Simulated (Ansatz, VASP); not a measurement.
Zn: VASP beside Ansatz

Contents of INCAR:

```
SYSTEM = Zn
PREC = Accurate
ENCUT = 520
EDIFF = 1E-6
ISMEAR = -1
SIGMA = 0.05
LREAL = .False.
LASPH = .True.
NELM = 60
ALGO = Normal
ISIF = 2
LWAVE = .False.
LCHARG = .False.
GGA = PS
NBANDS = 25
```

File KPOINTS:

```
regular mesh
0
Gamma
  10 10 3
  0 0 0
```

File POSCAR:

```
Zn
1.0
    2.2681701736     -1.3084870100      0.0000000000
    2.2681701736      1.3084870100      0.0000000000
   -1.5917165425      0.0000000000      7.5924245196
Zn
3
Direct
    0.7780178600      0.7780178600      0.3345049800
    0.2219821400      0.2219821400      0.6654950200
    0.0000000000      0.0000000000      0.0000000000
```

The input input.yaml:

```yaml
crystal:
  lattice:
    - [2.2681701736, -1.30848701, 0.0]
    - [2.2681701736, 1.30848701, 0.0]
    - [-1.5917165425, 0.0, 7.5924245196]
  atoms:
    - { symbol: Zn, position: [0.77801786, 0.77801786, 0.33450498] }
    - { symbol: Zn, position: [0.22198214, 0.22198214, 0.66549502] }
    - { symbol: Zn, position: [0.0, 0.0, 0.0] }
hamiltonian:
  xc: pbesol
  pseudopotentials: { kind: paw }
kpoints:
  mp_grid: { grid: [10, 10, 3] }
  band_path:
    path:
      - [[0.0, 0.0, 0.0], [-0.5, -0.5, 0.0], [-0.5093392672, -0.5093392672, 0.155672747], [-0.5, -0.5, 0.5], [-0.6735640991, -0.3264359009, 0.5]]
      - [[-0.3264359009, 0.3264359009, 0.5], [0.0, 0.0, 0.5], [-0.4906607328, -0.4906607328, 0.844327253]]
      - [[-0.5, -0.5, 0.0], [-0.6631424136, -0.3368575864, 0.0]]
      - [[-0.3368575864, 0.3368575864, 0.0], [0.0, 0.0, 0.0], [-0.5, 0.0, 0.0]]
      - [[-0.5, 0.0, 0.5], [0.0, 0.0, 0.0]]
    npoints: 14
scf:
  occupations: { method: fermi_dirac, width: 0.05 }
  n_extra_bands: 7
output:
  forces: true
  stress: true
  eigenvalues: true
  fatbands: false
  write_density: true
  write_potential: true
  elf: true
  volumetric_format: npy
```

Alike in both runs: functional PBEsol; k mesh 10 × 10 × 3; occupations fermi-dirac, width 0.05 eV; no spin polarisation.

|  | VASP | Ansatz |
| --- | --- | --- |
| version | VASP 6.6.1 | Ansatz 0.2.0 |
| potentials or method | VASP PAW PBE potentials, release 64 (Zn) | Ansatz PAW |
| plane-wave cutoff (eV) | 520 | 420 |
| valence electrons in the cell | 36 | 36 |
| task | single point | band structure |

|  | VASP | Ansatz | Ansatz less VASP |
| --- | --- | --- | --- |
| gap on the k mesh at the Fermi level (eV) | none | none | - |
| pressure (GPa) | -3.3 | -3.7 | -0.45 |
| traceless stress, the component that is largest in VASP (GPa) | -2.06 | -1.87 | +0.188 |
| rms of the force components (eV/Å) | 0.004 | 0.004 | +0.0001 |

VASP's potentials were made for PBE, not for PBEsol. Atom by atom the forces differ by 0.000 eV/Å (rms over components). A gap of «none» marks a metal or a gap that the smearing closes. The functional is the same, so the differences come from potentials, cutoffs and numerics.
